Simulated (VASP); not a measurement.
# HfHF3 (Pm-3m) in VASP: a series of runs

The runs below take HfHF3 through single point, relaxation of cell and atoms, with PBE.

All numbers are computed with VASP 6.6.1; they aren't measurements. Logs are shortened: lines on timing, memory, paths and dates and some standing lists are left out, and cuts for length are marked.

**1. The cell of the first run**

The structure is cubic, space group Pm-3m (No. 221). The conventional cell has a = 3.589 Å, b = 3.589 Å, c = 3.589 Å, α = 90.00°, β = 90.00°, γ = 90.00°. Hf (site symmetry m-3m) has 12 F at 2.54 Å and 8 H at 3.11 Å within 3.3 Å. H (site symmetry m-3m) has 6 F at 1.79 Å within 2.4 Å. Within 2.4 Å of F (site symmetry 4/mmm) lie 2 H at 1.79 Å.

**2. Single point, PBE**

Contents of INCAR:

```
  PREC = Accurate
  ENCUT = 520
  EDIFF = 1E-6
  ISMEAR = 0
  SIGMA = 0.1
  LREAL = False
  LASPH = True
  NELM = 60
  ALGO = Normal
  ISIF = 2
  LWAVE = False
  LCHARG = True
  GGA = PE
  LELF = True
  LVHAR = True
  NBANDS = 24
```

Contents of KPOINTS:

```
Automatic mesh
0
Gamma
  10 10 10
```

Contents of POSCAR:

```
HfHF3
1.0
    3.5888255235      0.0000000000      0.0000000000
    0.0000000000      3.5888255235      0.0000000000
    0.0000000000      0.0000000000      3.5888255235
Hf H F
1 1 3
Direct
    0.5000000000      0.5000000000      0.5000000000
    0.0000000000      0.0000000000      0.0000000000
    0.5000000000      0.0000000000      0.0000000000
    0.0000000000      0.5000000000      0.0000000000
    0.0000000000      0.0000000000      0.5000000000
```

Potentials or basis: VASP PAW PBE potentials, release 64 (Hf_pv, H, F).

Run with:

```sh
cat potpaw_PBE.64/Hf_pv/POTCAR potpaw_PBE.64/H/POTCAR potpaw_PBE.64/F/POTCAR > POTCAR
mpirun -np 1 vasp_std > vasp.out
```

OUTCAR:

```text
PREC = Accurate
   ENCUT = 520
   EDIFF = 1E-6
   ISMEAR = 0
   LREAL = False
   LASPH = True
   NELM = 60
   ISIF = 2
   GGA = PE

 ion  position               nearest neighbor table
   1  0.500  0.500  0.500-   3 2.54   4 2.54   5 2.54   3 2.54   4 2.54   3 2.54   5 2.54   3 2.54
                             4 2.54   5 2.54   4 2.54   5 2.54
   2  0.000  0.000  0.000-
   3  0.500  0.000  0.000-   1 2.54   1 2.54   1 2.54   1 2.54
   4  0.000  0.500  0.000-   1 2.54   1 2.54   1 2.54   1 2.54
   5  0.000  0.000  0.500-   1 2.54   1 2.54   1 2.54   1 2.54

  LATTYP: Found a simple cubic cell.
 ALAT       =     3.5888255235

  Lattice vectors:

 A1 = (   3.5888255235,   0.0000000000,   0.0000000000)
 A2 = (   0.0000000000,   3.5888255235,   0.0000000000)
 A3 = (   0.0000000000,   0.0000000000,   3.5888255235)

Analysis of symmetry for initial positions (statically):
=====================================================================
 Subroutine PRICEL returns:
 Original cell was already a primitive cell.

 Routine SETGRP: Setting up the symmetry group for a
 simple cubic supercell.

 Subroutine GETGRP returns: Found 48 space group operations
 (whereof 48 operations were pure point group operations)
 out of a pool of 48 trial point group operations.

The static configuration has the point symmetry O_h .

Analysis of symmetry for dynamics (positions and initial velocities):
=====================================================================
 Subroutine PRICEL returns:
 Original cell was already a primitive cell.

 Routine SETGRP: Setting up the symmetry group for a
 simple cubic supercell.

 Subroutine GETGRP returns: Found 48 space group operations
 (whereof 48 operations were pure point group operations)
 out of a pool of 48 trial point group operations.

The dynamic configuration has the point symmetry O_h .

 Subroutine INISYM returns: Found 48 space group operations
 (whereof 48 operations are pure point group operations),
 and found     1 'primitive' translations

----------------------------------------------------------------------------------------

                                     Primitive cell

  volume of cell :      46.2229

  direct lattice vectors                    reciprocal lattice vectors
     3.588825524  0.000000000  0.000000000     0.278642691  0.000000000  0.000000000
     0.000000000  3.588825524  0.000000000     0.000000000  0.278642691  0.000000000
     0.000000000  0.000000000  3.588825524     0.000000000  0.000000000  0.278642691

  length of vectors
     3.588825524  3.588825524  3.588825524     0.278642691  0.278642691  0.278642691

  position of ions in fractional coordinates (direct lattice)
     0.500000000  0.500000000  0.500000000
     0.000000000  0.000000000  0.000000000
     0.500000000  0.000000000  0.000000000
     0.000000000  0.500000000  0.000000000
     0.000000000  0.000000000  0.500000000

  ion indices of the primitive-cell ions
   primitive index   ion index
                 1           1
                 2           2
                 3           3
                 4           4
                 5           5

----------------------------------------------------------------------------------------

 KPOINTS: Automatic mesh

Automatic generation of k-mesh.
 Grid dimensions read from file:
 generate k-points for:   10   10   10

 Generating k-lattice:

  Cartesian coordinates                     Fractional coordinates (reciprocal lattice)
     0.027864269  0.000000000  0.000000000     0.100000000  0.000000000  0.000000000
     0.000000000  0.027864269  0.000000000     0.000000000  0.100000000  0.000000000
     0.000000000  0.000000000  0.027864269     0.000000000  0.000000000  0.100000000

  Length of vectors
     0.027864269  0.027864269  0.027864269

  Shift w.r.t. Gamma in fractional coordinates (k-lattice)
     0.000000000  0.000000000  0.000000000

 Subroutine IBZKPT returns following result:
 ===========================================

 Found     56 irreducible k-points:

 Following reciprocal coordinates:
            Coordinates               Weight
  0.000000  0.000000  0.000000      1.000000
  0.100000  0.000000  0.000000      6.000000
  0.200000  0.000000  0.000000      6.000000
  0.300000  0.000000  0.000000      6.000000
  0.400000  0.000000  0.000000      6.000000
  0.500000  0.000000  0.000000      3.000000
[... 16 lines left out ...]
  0.200000  0.100000  0.100000     24.000000
  0.300000  0.100000  0.100000     24.000000
 [... further k-points ...]
   k-points           NKPTS =     56   k-points in BZ     NKDIM =     56   number of bands    NBANDS=     24
   number of dos      NEDOS =    301   number of ions     NIONS =      5
   total plane-waves  NPLWV =  21952
   dimension x,y,z NGX =    28 NGY =   28 NGZ =   28
   dimension x,y,z NGXF=    56 NGYF=   56 NGZF=   56
   ions per type =               1   1   3
   NGX,Y,Z   is equivalent  to a cutoff of  12.97, 12.97, 12.97 a.u.
   NGXF,Y,Z  is equivalent  to a cutoff of  25.94, 25.94, 25.94 a.u.
 SYSTEM =  unknown system
   PREC   = accura    normal or accurate (medium, high low for compatibility)
   ISTART =      0    job   : 0-new  1-cont  2-samecut
   ICHARG =      2    charge: 1-file 2-atom 10-const
   ISPIN  =      1    spin polarized calculation?
   LNONCOLLINEAR =      F non collinear calculations
   LSORBIT =      F    spin-orbit coupling
   LASPH  =      T    aspherical Exc in radial PAW
   ENCUT  =  520.0 eV  38.22 Ry    6.18 a.u.   6.67  6.67  6.67*2*pi/ulx,y,z
   NELM   =     60;   NELMIN=  2; NELMDL= -5     # of ELM steps
   EDIFF  = 0.1E-05   stopping-criterion for ELM
   LREAL  =      F    real-space projection
   EDIFFG = 0.1E-04   stopping-criterion for IOM
   NSW    =      0    number of steps for IOM
   IBRION =     -1    ionic relax: 0-MD 1-quasi-New 2-CG
   NFREE  =      0    steps in history (QN), initial steepest desc. (CG)
   ISIF   =      2    stress and relaxation
   ISYM   =      2    0-nonsym 1-usesym 2-fastsym
   POTIM  = 0.5000    time-step for ionic-motion
   TEBEG  =    0.0;   TEEND  =   0.0 temperature during run
   PSTRESS=    0.0 pullay stress
   NELECT =      32.0000    total number of electrons
   NUPDOWN=      -1.0000    fix difference up-down
   EMIN   =  10.00;   EMAX   =-10.00  energy-range for DOS
   EFERMI =   0.00;   METHOD = LEGACY
   ISMEAR =     0;   SIGMA  =   0.10  broadening in eV -4-tet -1-fermi 0-gaus
   EFERMI_NEDOS =   21; number of points for ismear=-14 and -15
   IALGO  =     38    algorithm
   IMIX   =      4    mixing-type and parameters
     AMIX     =   0.40;   BMIX     =  1.00
     AMIX_MAG =   1.60;   BMIX_MAG =  1.00
  volume/ion in A,a.u.               =       9.24        62.39
  Fermi-wavevector in a.u.,A,eV,Ry     =   1.448235  2.736768 28.536664  2.097386
  Thomas-Fermi vector in A             =   2.566099
   LORBIT       =      0    0 simple, 1 ext, 2 COOP (PROOUT), +10 PAW based schemes
   GGA     = PE    functional components
   LHFCALC =     F    Hartree Fock is set to
   AEXX    =    0.0000 exact exchange contribution
   IVDW    =     0    specifies the selected vdW correction
   LEPSILON=     F    determine dielectric tensor
   LRPA    =     F    only Hartree local field effects (RPA)
 non-spin polarized calculation
 Gauss-broadening in eV      SIGMA  =   0.10
  energy-cutoff  :      520.00
  volume of cell :       46.22
 maximum number of plane-waves:      1267
 NGX is ok and might be reduce to    28
   NGX = 13   NGY = 13   NGZ = 13

 number of electron      32.0000041 magnetization

 Free energy of the ion-electron system (eV)
  ---------------------------------------------------
  ext. energy  EPLUGINS =         0.00000000
  ---------------------------------------------------
  free energy    TOTEN  =       -25.01513792 eV

  energy without entropy =      -25.00044185  energy(sigma->0) =      -25.00778988

 E-fermi :   6.9450     XC(G=0): -11.5513

 val. band max:        6.9243031562   @ k =   0.5000   0.5000   0.5000
 cond. band min:       6.9601142161   @ k =   0.3000   0.2000   0.1000
 fundamental gap:      0.0358110600
 Fermi energy:         6.9450400306

 k-point     1 :       0.0000    0.0000    0.0000
  band No.  band energies     occupation
      1     -26.8532      2.00000
      2     -26.8532      2.00000
      3     -26.8532      2.00000
      4     -20.6945      2.00000
      5     -19.0822      2.00000
      6     -19.0822      2.00000
[... 16 lines left out ...]
     23      16.5748      0.00000
     24      19.8716      0.00000

 k-point     2 :       0.1000    0.0000    0.0000
  band No.  band energies     occupation
      1     -26.8727      2.00000
      2     -26.8519      2.00000
      3     -26.8519      2.00000
      4     -20.6460      2.00000
      5     -19.1104      2.00000
      6     -19.0785      2.00000
[... 16 lines left out ...]
     23      16.5746      0.00000
     24      19.3691      0.00000

 k-point     3 :       0.2000    0.0000    0.0000
  band No.  band energies     occupation
      1     -26.9228      2.00000
      2     -26.8484      2.00000
      3     -26.8484      2.00000
      4     -20.5092      2.00000
      5     -19.1936      2.00000
      6     -19.0681      2.00000
[... 16 lines left out ...]
     23      16.5729      0.00000
     24      17.9020      0.00000

 k-point     4 :       0.3000    0.0000    0.0000
  band No.  band energies     occupation
      1     -26.9835      2.00000
      2     -26.8440      2.00000
      3     -26.8440      2.00000
      4     -20.3086      2.00000
      5     -19.3294      2.00000
      6     -19.0546      2.00000
[... 16 lines left out ...]
     23      15.8161      0.00000
     24      16.5818      0.00000

 k-point     5 :       0.4000    0.0000    0.0000
  band No.  band energies     occupation
      1     -27.0316      2.00000
      2     -26.8405      2.00000
      3     -26.8405      2.00000
      4     -20.0830      2.00000
      5     -19.5039      2.00000
      6     -19.0440      2.00000
[... 451 lines left out ...]
 k-point    22 :       0.1000    0.1000    0.1000
  band No.  band energies     occupation
      1     -26.8769      2.00000
      2     -26.8654      2.00000
      3     -26.8654      2.00000
      4     -20.5548      2.00000
      5     -19.1181      2.00000
      6     -19.1181      2.00000
[... 16 lines left out ...]
     23      16.5741      0.00000
     24      19.2007      0.00000

 k-point    23 :       0.2000    0.1000    0.1000
  band No.  band energies     occupation
      1     -26.9189      2.00000
      2     -26.8669      2.00000
      3     -26.8611      2.00000
      4     -20.4290      2.00000
      5     -19.1958      2.00000
      6     -19.1111      2.00000
[... 16 lines left out ...]
     23      16.5723      0.00000
     24      17.8078      0.00000

 k-point    24 :       0.3000    0.1000    0.1000
  band No.  band energies     occupation
      1     -26.9765      2.00000
      2     -26.8620      2.00000
      3     -26.8557      2.00000
      4     -20.2444      2.00000
      5     -19.3227      2.00000
      6     -19.1025      2.00000
[... 16 lines left out ...]
     23      15.8118      0.00000
     24      16.5811      0.00000

 [... further k-points ...]
[... 5 lines left out ...]
  --------------------------------------------------------------------------------------
  -------------------------------------------------------------------------------------
  Total       -0.4998609     -0.4998609     -0.4998609      0.0000000      0.0000000     -0.0000000
  in kB      -17.3261742    -17.3261742    -17.3261742      0.0000000      0.0000000     -0.0000000
  external PRESSURE =     -17.3261742 kB  Pullay stress =       0.0000000 kB

 VOLUME and BASIS-vectors are now :
 -----------------------------------------------------------------------------
  energy-cutoff  :      520.00
  volume of cell :       46.22
      direct lattice vectors                 reciprocal lattice vectors
     3.588825524  0.000000000  0.000000000     0.278642691  0.000000000  0.000000000
     0.000000000  3.588825524  0.000000000     0.000000000  0.278642691  0.000000000
     0.000000000  0.000000000  3.588825524     0.000000000  0.000000000  0.278642691

 POSITION                                       TOTAL-FORCE (eV/Angst)
 -----------------------------------------------------------------------------------
      1.79441      1.79441      1.79441         0.000000      0.000000      0.000000
      0.00000      0.00000      0.00000         0.000000      0.000000      0.000000
      1.79441      0.00000      0.00000         0.000000      0.000000      0.000000
      0.00000      1.79441      0.00000         0.000000      0.000000      0.000000
      0.00000      0.00000      1.79441         0.000000      0.000000      0.000000
 -----------------------------------------------------------------------------------
    total drift:                                0.000000      0.000000     -0.000000

  FREE ENERGIE OF THE ION-ELECTRON SYSTEM (eV)
  ---------------------------------------------------
  free  energy   TOTEN  =       -25.0151379154 eV

  energy  without entropy=      -25.0004418488  energy(sigma->0) =      -25.00778988
```

Run time: 63 s. Hardware: 1 thread of Intel Xeon Platinum 8488C (Sapphire Rapids), shared host; peak memory 0.19 GiB.

Results:

* Free energy: -25.0151 eV
* Pressure: -1.7 GPa
* Band gap on the k mesh: zero (band 16 reaches 7.53 eV, above the bottom of band 17 at 5.00 eV)

Caveat: spin-orbit coupling is left out, which moves the levels of the heavy elements.

**3. Relaxation of cell and atoms, PBE**

Contents of INCAR:

```
PREC     = Accurate       # precision mode
ENCUT    = 600            # plane-wave cutoff, eV
EDIFF    = 1E-6           # SCF threshold, eV
ISMEAR   = 0              # smearing method
SIGMA    = 0.1            # smearing width, eV
LREAL    = False          # projectors in reciprocal space
LASPH    = True           # aspherical terms in the spheres
NELM     = 100            # most SCF steps
ALGO     = Normal         # electronic algorithm
ISIF     = 3              # what is computed and relaxed
LWAVE    = False          # write WAVECAR
LCHARG   = False          # write CHGCAR
GGA      = PE             # functional
IBRION   = 2              # ionic algorithm
NSW      = 90             # ionic steps
EDIFFG   = -0.04          # ionic threshold
```

Contents of KPOINTS:

```
regular mesh
0
Gamma
  6 6 6
```

POSCAR, as its differences from that of step 2:

```diff
@@ -2,5 +2,5 @@
 1.0
-    3.5888255235      0.0000000000      0.0000000000
-    0.0000000000      3.5888255235      0.0000000000
-    0.0000000000      0.0000000000      3.5888255235
+    3.5902897364      0.0000000000      0.0000000000
+    0.0000000000      3.5902897364      0.0000000000
+    0.0000000000      0.0000000000      3.5902897364
 Hf H F
```

Potentials or basis: VASP PAW PBE potentials, release 64 (Hf_pv, H, F).

Run with:

```sh
cat potpaw_PBE.64/Hf_pv/POTCAR potpaw_PBE.64/H/POTCAR potpaw_PBE.64/F/POTCAR > POTCAR
mpirun -np 1 vasp_std > vasp.out
```

Wall time 37 s (1 thread of Intel Xeon Platinum 8488C (Sapphire Rapids), shared host); peak memory 0.19 GiB.

Results (log left out):

| Item | Value |
| --- | --- |
| Free energy | -25.0048 eV |
| Relaxed volume | 9.11 Å³/atom |
| Relaxed cell | a = 3.572 Å, b = 3.572 Å, c = 3.572 Å, α = 90.00°, β = 90.00°, γ = 90.00° |
| Space group after relaxing (to 0.05 Å) | Pm-3m (No. 221) |
| Energy gained by relaxing | 0.8 meV/atom |
| Ionic steps | 2 |
| Pressure after relaxing | 0.0 GPa |
| Band gap on the k mesh | zero (band 16 reaches 7.74 eV, above the bottom of band 17 at 5.14 eV) |

The path:
```csv
step,energy change (eV),largest force (eV/Å),pressure (GPa),volume (Å³)
1,0.0000,0.0000,-1.85,46.28
2,-0.0042,0.0000,-0.03,45.57
```

Final structure:
```cif
data_structure
_symmetry_space_group_name_H-M 'P 1'
_symmetry_Int_Tables_number 1
_cell_length_a 3.5718
_cell_length_b 3.5718
_cell_length_c 3.5718
_cell_angle_alpha 90.000
_cell_angle_beta 90.000
_cell_angle_gamma 90.000
_cell_volume 45.57
loop_
_atom_site_label
_atom_site_type_symbol
_atom_site_fract_x
_atom_site_fract_y
_atom_site_fract_z
_atom_site_occupancy
Hf1 Hf 0.50000 0.50000 0.50000 1
H1 H 0.00000 0.00000 0.00000 1
F1 F 0.50000 0.00000 0.00000 1
F2 F 0.00000 0.50000 0.00000 1
F3 F 0.00000 0.00000 0.50000 1
```

Levels at points of the mesh, in eV from the Fermi level:
```csv
k point,band 12,band 13,band 14,band 15,band 16,band 17,band 18,band 19
"(0.00, 0.00, 0.00)",-7.71,-6.50,-6.50,-6.50,-2.57,-1.96,-1.96,-0.71
"(0.50, 0.00, 0.00)",-8.14,-8.14,-6.91,-6.91,-0.12,-0.04,0.17,0.80
"(0.50, 0.50, 0.00)",-8.39,-7.91,-6.83,-6.36,0.59,0.61,1.76,2.08
"(0.50, 0.50, 0.50)",-6.69,-6.69,-6.34,-6.34,0.01,0.01,0.01,1.83
```

Caveat: spin-orbit coupling is left out, which moves the levels of the heavy elements.
